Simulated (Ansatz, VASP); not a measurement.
# One calculation of SrWN2, two programs

```
CELL_PARAMETERS angstrom
3.48561 0.00000 0.00000
-1.74281 3.01863 0.00000
0.00000 0.00000 5.40270
ATOMIC_POSITIONS crystal
Sr 0.00000 0.00000 0.00000
W 0.00000 0.00000 0.50000
N 0.33333 0.66667 0.25000
N 0.66667 0.33333 0.75000
```

Alike in both runs: task single point; functional PBE; k mesh 6 × 6 × 4; occupations gaussian, width 0.1 eV; no spin polarisation.

```csv
,VASP,Ansatz
version,VASP 6.6.1,Ansatz 0.2.0
potentials or method,"VASP PAW PBE potentials, release 64 (Sr_sv, W_sv, N), cutoff 520 eV","scalar-relativistic, plane waves, PAW"
valence electrons in the cell,34,34
```

VASP gave:

* gap on the k mesh at the Fermi level (eV): none
* pressure (GPa): -4.1
* traceless stress, the component that is largest in VASP (GPa): 33.35
* rms of the force components (eV/Å): 2.026

Question: Which values does Ansatz return?

Answer: gap on the k mesh at the Fermi level (eV): none; pressure (GPa): -5.2; traceless stress, the component that is largest in VASP (GPa): 32.92; rms of the force components (eV/Å): 2.006.

Atom by atom the forces differ by 0.021 eV/Å (rms over components). A gap of «none» marks a metal or a gap that the smearing closes.

Spin-orbit coupling is off throughout.
